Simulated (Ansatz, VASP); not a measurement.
# RbBr: VASP beside Ansatz

```
Rb Br
1.0
     0.00000    3.40450    3.40450
     3.40450    0.00000    3.40450
     3.40450    3.40450    0.00000
Rb Br
1 1
Direct
  0.00000 0.00000 0.00000
  0.50000 0.50000 0.50000
```

Change from the starting cell: volume scaled by 0.98, PAW files.

Alike in both runs: task electric field gradients; functional PBE; k mesh 6 × 6 × 6; occupations fermi-dirac, width 0.02 eV; no spin polarisation.

|  | VASP | Ansatz |
| --- | --- | --- |
| version | VASP 6.6.1 | Ansatz 0.2.0 |
| potentials or method | VASP PAW PBE potentials, release 64 (Rb_sv, Br) | PAW with Ansatz's default frozen-core files, scalar-relativistic |
| plane-wave cutoff (eV) | 520 | 420 |
| valence electrons in the cell | 16 | 16 |

Ansatz gave:

| Quantity | Value |
| --- | --- |
| gap on the k mesh at the Fermi level (eV) | 4.42 |
| pressure (GPa) | 1.3 |

**Question.** What did VASP give for the same quantities?

**Answer.** gap on the k mesh at the Fermi level (eV): 4.41; pressure (GPa): 1.4.
